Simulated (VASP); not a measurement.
Crystal: GdO.

```
Gd O
1.0
     0.00000    2.64488    2.64488
     2.64488    0.00000    2.64488
     2.64488    2.64488    0.00000
Gd O
1 1
Cartesian
  0.0000 0.0000 0.0000
  3.9673 3.9673 3.9673
```

This cell differs from its parent crystal: volume scaled by 0.94.

Base run:

```yaml
Program: VASP 6.6.1
Functional: PBE
Potentials_or_basis: VASP PAW PBE potentials, release 64 (Gd, O)
Cutoff: 520 eV
k_mesh: 9 × 9 × 9
Occupations: fermi-dirac, width 0.05 eV
Spin: collinear spin, ferromagnetic start
Starting_moments: "[7.0, 0.0] μB"
```

Its results: pressure 6.0 GPa; net moment 7.57 μB per cell; site moments Gd +6.88; O -0.02 μB.

The run is repeated on the same cell with these changes: functional from PBE to PBEsol. What comes out?

Pressure 1.6 GPa; net moment 7.51 μB per cell; site moments Gd +6.87; O -0.03 μB.

PBEsol binds more tightly than PBE, so the same cell stands under less pressure.

Caveats: a cell with one magnetic atom can't hold antiferromagnetic order, which such compounds often take; the PAW data sets were made with another functional, which shifts forces and pressure a little (some runs).
